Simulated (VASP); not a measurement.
# NaAg (P-6m2) in VASP: a series of runs

NaAg is run at these levels: PBE; tasks: single point.

Program: VASP 6.6.1. These are calculated values, not measurements. Logs are shortened: lines on timing, memory, paths and dates and some standing lists are left out, and cuts for length are marked.

**1. The cell of the first run**

Symmetry: P-6m2, No. 187, hexagonal system. The conventional cell has a = 3.099 Å, b = 3.099 Å, c = 5.161 Å, α = 90.00°, β = 90.00°, γ = 120.00°. Na (site symmetry -6m2) has 6 Na at 3.10 Å and 6 Ag at 3.14 Å within 4.1 Å. Within 4.1 Å of Ag (site symmetry -6m2) lie 6 Ag at 3.10 Å and 6 Na at 3.14 Å.

**2. Single point, PBE**

Input file INCAR:

```
ALGO = Fast
EDIFF = 1E-7
ENCUT = 520
GGA = PE
ISIF = 2
ISMEAR = 0
LASPH = T
LCHARG = T
LELF = T
LREAL = F
LVHAR = T
LWAVE = F
NBANDS = 16
NELM = 60
PREC = Accurate
SIGMA = 0.1
```

Input file KPOINTS:

```
k-points
0
Gamma
  15 15 8
```

Input file POSCAR:

```
NaAg
1.0
    3.0993941501      0.0000000000      0.0000000000
   -1.5496970750      2.6841540704      0.0000000000
    0.0000000000      0.0000000000      5.1606960837
Na Ag
1 1
Direct
    0.3333333333      0.6666666667      0.5000000000
    0.0000000000      0.0000000000      0.0000000000
```

Potentials or basis: VASP PAW PBE potentials, release 64 (Na_pv, Ag).

The run is started by

```
$ cat potpaw_PBE.64/Na_pv/POTCAR potpaw_PBE.64/Ag/POTCAR > POTCAR
$ mpirun -np 1 vasp_std > vasp.out
```

OUTCAR:

```text
EDIFF = 1E-7
   ENCUT = 520
   GGA = PE
   ISIF = 2
   ISMEAR = 0
   LASPH = T
   LREAL = F
   NELM = 60
   PREC = Accurate

 ion  position               nearest neighbor table
   1  0.333  0.667  0.500-   2 3.14   2 3.14   2 3.14   2 3.14   2 3.14   2 3.14
   2  0.000  0.000  0.000-   1 3.14   1 3.14   1 3.14   1 3.14   1 3.14   1 3.14

  LATTYP: Found a hexagonal cell.
 ALAT       =     3.0993941501
 C/A-ratio  =     1.6650660851

  Lattice vectors:

 A1 = (   3.0993941501,   0.0000000000,   0.0000000000)
 A2 = (  -1.5496970750,   2.6841540704,   0.0000000000)
 A3 = (   0.0000000000,   0.0000000000,   5.1606960837)

Analysis of symmetry for initial positions (statically):
=====================================================================
 Subroutine PRICEL returns:
 Original cell was already a primitive cell.

 Routine SETGRP: Setting up the symmetry group for a
 hexagonal supercell.

 Subroutine GETGRP returns: Found 12 space group operations
 (whereof 12 operations were pure point group operations)
 out of a pool of 24 trial point group operations.

The static configuration has the point symmetry D_3h.

Analysis of symmetry for dynamics (positions and initial velocities):
=====================================================================
 Subroutine PRICEL returns:
 Original cell was already a primitive cell.

 Routine SETGRP: Setting up the symmetry group for a
 hexagonal supercell.

 Subroutine GETGRP returns: Found 12 space group operations
 (whereof 12 operations were pure point group operations)
 out of a pool of 24 trial point group operations.

The dynamic configuration has the point symmetry D_3h.

 Subroutine INISYM returns: Found 12 space group operations
 (whereof 12 operations are pure point group operations),
 and found     1 'primitive' translations

----------------------------------------------------------------------------------------

                                     Primitive cell

  volume of cell :      42.9331

  direct lattice vectors                    reciprocal lattice vectors
     3.099394150  0.000000000  0.000000000     0.322643701  0.186278428  0.000000000
    -1.549697075  2.684154070  0.000000000     0.000000000  0.372556855  0.000000000
     0.000000000  0.000000000  5.160696084     0.000000000  0.000000000  0.193772310

  length of vectors
     3.099394150  3.099394150  5.160696084     0.372556855  0.372556855  0.193772310

  position of ions in fractional coordinates (direct lattice)
     0.333333333  0.666666667  0.500000000
     0.000000000  0.000000000  0.000000000

  ion indices of the primitive-cell ions
   primitive index   ion index
                 1           1
                 2           2

----------------------------------------------------------------------------------------

 KPOINTS: k-points

Automatic generation of k-mesh.
 Grid dimensions read from file:
 generate k-points for:   15   15    8

 Generating k-lattice:

  Cartesian coordinates                     Fractional coordinates (reciprocal lattice)
     0.021509580  0.012418562  0.000000000     0.066666667  0.000000000  0.000000000
     0.000000000  0.024837124  0.000000000     0.000000000  0.066666667  0.000000000
     0.000000000  0.000000000  0.024221539     0.000000000  0.000000000  0.125000000

  Length of vectors
     0.024837124  0.024837124  0.024221539

  Shift w.r.t. Gamma in fractional coordinates (k-lattice)
     0.000000000  0.000000000  0.000000000

 Subroutine IBZKPT returns following result:
 ===========================================

 Found    135 irreducible k-points:

 Following reciprocal coordinates:
            Coordinates               Weight
  0.000000  0.000000  0.000000      1.000000
  0.066667 -0.000000  0.000000      6.000000
  0.133333 -0.000000  0.000000      6.000000
  0.200000 -0.000000  0.000000      6.000000
  0.266667 -0.000000  0.000000      6.000000
  0.333333  0.000000  0.000000      6.000000
[... 16 lines left out ...]
  0.333333  0.200000  0.000000     12.000000
  0.400000  0.200000  0.000000      6.000000
 [... further k-points ...]
   k-points           NKPTS =    135   k-points in BZ     NKDIM =    135   number of bands    NBANDS=     16
   number of dos      NEDOS =    301   number of ions     NIONS =      2
   total plane-waves  NPLWV =  23040
   dimension x,y,z NGX =    24 NGY =   24 NGZ =   40
   dimension x,y,z NGXF=    48 NGYF=   48 NGZF=   80
   ions per type =               1   1
   NGX,Y,Z   is equivalent  to a cutoff of  12.87, 12.87, 12.89 a.u.
   NGXF,Y,Z  is equivalent  to a cutoff of  25.75, 25.75, 25.77 a.u.
 SYSTEM =  unknown system
   PREC   = accura    normal or accurate (medium, high low for compatibility)
   ISTART =      0    job   : 0-new  1-cont  2-samecut
   ICHARG =      2    charge: 1-file 2-atom 10-const
   ISPIN  =      1    spin polarized calculation?
   LNONCOLLINEAR =      F non collinear calculations
   LSORBIT =      F    spin-orbit coupling
   LASPH  =      T    aspherical Exc in radial PAW
   ENCUT  =  520.0 eV  38.22 Ry    6.18 a.u.   5.76  5.76  9.60*2*pi/ulx,y,z
   NELM   =     60;   NELMIN=  2; NELMDL= -5     # of ELM steps
   EDIFF  = 0.1E-06   stopping-criterion for ELM
   LREAL  =      F    real-space projection
   EDIFFG = 0.1E-05   stopping-criterion for IOM
   NSW    =      0    number of steps for IOM
   IBRION =     -1    ionic relax: 0-MD 1-quasi-New 2-CG
   NFREE  =      0    steps in history (QN), initial steepest desc. (CG)
   ISIF   =      2    stress and relaxation
   ISYM   =      2    0-nonsym 1-usesym 2-fastsym
   POTIM  = 0.5000    time-step for ionic-motion
   TEBEG  =    0.0;   TEEND  =   0.0 temperature during run
   PSTRESS=    0.0 pullay stress
   NELECT =      18.0000    total number of electrons
   NUPDOWN=      -1.0000    fix difference up-down
   EMIN   =  10.00;   EMAX   =-10.00  energy-range for DOS
   EFERMI =   0.00;   METHOD = LEGACY
   ISMEAR =     0;   SIGMA  =   0.10  broadening in eV -4-tet -1-fermi 0-gaus
   EFERMI_NEDOS =   21; number of points for ismear=-14 and -15
   IALGO  =     68    algorithm
   IMIX   =      4    mixing-type and parameters
     AMIX     =   0.40;   BMIX     =  1.00
     AMIX_MAG =   1.60;   BMIX_MAG =  1.00
  volume/ion in A,a.u.               =      21.47       144.86
  Fermi-wavevector in a.u.,A,eV,Ry     =   1.225279  2.315441 20.426528  1.501307
  Thomas-Fermi vector in A             =   2.360322
   LORBIT       =      0    0 simple, 1 ext, 2 COOP (PROOUT), +10 PAW based schemes
   GGA     = PE    functional components
   LHFCALC =     F    Hartree Fock is set to
   AEXX    =    0.0000 exact exchange contribution
   IVDW    =     0    specifies the selected vdW correction
   LEPSILON=     F    determine dielectric tensor
   LRPA    =     F    only Hartree local field effects (RPA)
 non-spin polarized calculation
 RMM-DIIS sequential band-by-band and
 Gauss-broadening in eV      SIGMA  =   0.10
  energy-cutoff  :      520.00
  volume of cell :       42.93
 maximum number of plane-waves:      1177
 NGX is ok and might be reduce to    24
   NGX = 11   NGY = 11   NGZ = 19

 number of electron      18.0000003 magnetization

 Free energy of the ion-electron system (eV)
  ---------------------------------------------------
  ext. energy  EPLUGINS =         0.00000000
  ---------------------------------------------------
  free energy    TOTEN  =        -3.92328815 eV

  energy without entropy =       -3.92055009  energy(sigma->0) =       -3.92191912

 E-fermi :   4.1233     XC(G=0):  -9.4657

 val. band max:        4.1007428487   @ k =   0.1333  -0.0000   0.1250
 cond. band min:       4.1464200114   @ k =   0.2667   0.1333   0.5000
 fundamental gap:      0.0456771627
 Fermi energy:         4.1232718162

 k-point     1 :       0.0000    0.0000    0.0000
  band No.  band energies     occupation
      1     -20.5050      2.00000
      2     -20.5050      2.00000
      3     -20.5034      2.00000
      4      -1.6867      2.00000
      5      -0.8867      2.00000
      6      -0.2513      2.00000
[... 8 lines left out ...]
     15      20.6049      0.00000
     16      20.6315      0.00000

 k-point     2 :       0.0667   -0.0000    0.0000
  band No.  band energies     occupation
      1     -20.5125      2.00000
      2     -20.5067      2.00000
      3     -20.5022      2.00000
      4      -1.5796      2.00000
      5      -0.8548      2.00000
      6      -0.2749      2.00000
[... 8 lines left out ...]
     15      20.5671      0.00000
     16      21.0942      0.00000

 k-point     3 :       0.1333   -0.0000    0.0000
  band No.  band energies     occupation
      1     -20.5335      2.00000
      2     -20.5113      2.00000
      3     -20.4988      2.00000
      4      -1.2791      2.00000
      5      -0.7629      2.00000
      6      -0.3212      2.00000
[... 8 lines left out ...]
     15      19.6122      0.00000
     16      21.0295      0.00000

 k-point     4 :       0.2000   -0.0000    0.0000
  band No.  band energies     occupation
      1     -20.5641      2.00000
      2     -20.5181      2.00000
      3     -20.4938      2.00000
      4      -0.9450      2.00000
      5      -0.6062      2.00000
      6      -0.2377      2.00000
[... 8 lines left out ...]
     15      17.8316      0.00000
     16      19.7206      0.00000
[... 324 lines left out ...]
 k-point    22 :       0.2667    0.2000    0.0000
  band No.  band energies     occupation
      1     -20.6400      2.00000
      2     -20.5651      2.00000
      3     -20.4772      2.00000
      4      -0.6293      2.00000
      5      -0.5620      2.00000
      6      -0.2532      2.00000
[... 8 lines left out ...]
     15      14.3484      0.00000
     16      15.4175      0.00000

 k-point    23 :       0.3333    0.2000    0.0000
  band No.  band energies     occupation
      1     -20.6496      2.00000
      2     -20.5757      2.00000
      3     -20.4744      2.00000
      4      -0.6875      2.00000
      5      -0.5990      2.00000
      6      -0.1386      2.00000
[... 8 lines left out ...]
     15      13.1155      0.00000
     16      15.1790      0.00000

 k-point    24 :       0.4000    0.2000    0.0000
  band No.  band energies     occupation
      1     -20.6528      2.00000
      2     -20.5796      2.00000
      3     -20.4734      2.00000
      4      -0.7093      2.00000
      5      -0.6101      2.00000
      6      -0.1408      2.00000
[... 8 lines left out ...]
     15      12.3834      0.00000
     16      15.1008      0.00000

 [... further k-points ...]

------------------------ aborting loop because EDIFF is reached ----------------------------------------

  FORCE on cell =-STRESS in cart. coord.  units (eV):
  Direction    XX          YY          ZZ          XY          YZ          ZX
  --------------------------------------------------------------------------------------
  -------------------------------------------------------------------------------------
  Total        0.0108466      0.0108466      0.0079058      0.0000000      0.0000000      0.0000000
  in kB        0.4047726      0.4047726      0.2950266      0.0000000      0.0000000      0.0000000
  external PRESSURE =       0.3681906 kB  Pullay stress =       0.0000000 kB

 VOLUME and BASIS-vectors are now :
 -----------------------------------------------------------------------------
  energy-cutoff  :      520.00
  volume of cell :       42.93
      direct lattice vectors                 reciprocal lattice vectors
     3.099394150  0.000000000  0.000000000     0.322643701  0.186278428  0.000000000
    -1.549697075  2.684154070  0.000000000     0.000000000  0.372556855  0.000000000
     0.000000000  0.000000000  5.160696084     0.000000000  0.000000000  0.193772310

 POSITION                                       TOTAL-FORCE (eV/Angst)
 -----------------------------------------------------------------------------------
     -0.00000      1.78944      2.58035         0.000000      0.000000      0.000000
      0.00000      0.00000      0.00000        -0.000000      0.000000      0.000000
 -----------------------------------------------------------------------------------
    total drift:                                0.000000     -0.000000     -0.000000

  FREE ENERGIE OF THE ION-ELECTRON SYSTEM (eV)
  ---------------------------------------------------
  free  energy   TOTEN  =        -3.9232881514 eV

  energy  without entropy=       -3.9205500928  energy(sigma->0) =       -3.92191912
```

Run time: 2.3 min. Hardware: 1 thread of Intel Xeon 8259CL, shared host; peak memory 0.22 GiB.

What came out:

```
Free energy            : -3.9233 eV
Pressure               : 0.0 GPa
Band gap on the k mesh : zero (bands 9 and 10 overlap by 5.86 eV)
```

Levels at points of the mesh, in eV from the Fermi level:
```
           k point  band 7  band 8  band 9  band 10  band 11  band 12
(0.00, 0.00, 0.00)   -4.37   -3.82   -3.82     0.23     2.02    14.06
(0.00, 0.00, 0.50)   -4.18   -3.82   -3.82    -3.06     7.02     9.62
```

**3. Single point, PBE**

Input file INCAR:

```
PREC = Accurate ; ENCUT = 520
EDIFF = 1E-7 ; ISMEAR = -1
SIGMA = 0.15 ; LREAL = False
LASPH = True ; NELM = 60
ALGO = Normal ; ISIF = 2
LWAVE = False ; LCHARG = False
GGA = PE ; NBANDS = 16
```

Input file KPOINTS:

```
regular mesh
0
Gamma
  15 15 8
```

Input file POSCAR:

```
NaAg
1.0
    3.1065873928      0.0000000000      0.0000000000
   -1.5532936964      2.6903836012      0.0000000000
    0.0000000000      0.0000000000      5.1431087936
Na Ag
1 1
Direct
    0.3333333333      0.6666666667      0.5000000000
    0.0000000000      0.0000000000      0.0000000000
```

Potentials or basis: VASP PAW PBE potentials, release 64 (Na_pv, Ag).

The run is started by

```
$ cat potpaw_PBE.64/Na_pv/POTCAR potpaw_PBE.64/Ag/POTCAR > POTCAR
$ mpirun -np 1 vasp_std > vasp.out
```

Wall time 99 s (1 thread of Intel Xeon 8259CL, shared host); peak memory 0.22 GiB.

It converged, with:

```
Free energy            : -3.9453 eV
Pressure               : 0.0 GPa
Band gap on the k mesh : zero (bands 9 and 10 overlap by 5.83 eV)
```

Levels at points of the mesh, in eV from the Fermi level:
| k point | band 6 | band 7 | band 8 | band 9 | band 10 | band 11 | band 12 | band 13 |
| --- | --- | --- | --- | --- | --- | --- | --- | --- |
| (0.00, 0.00, 0.00) | -4.36 | -4.36 | -3.82 | -3.82 | 0.28 | 2.08 | 14.00 | 14.00 |
| (0.00, 0.00, 0.50) | -4.36 | -4.16 | -3.82 | -3.82 | -3.04 | 7.11 | 9.73 | 15.14 |
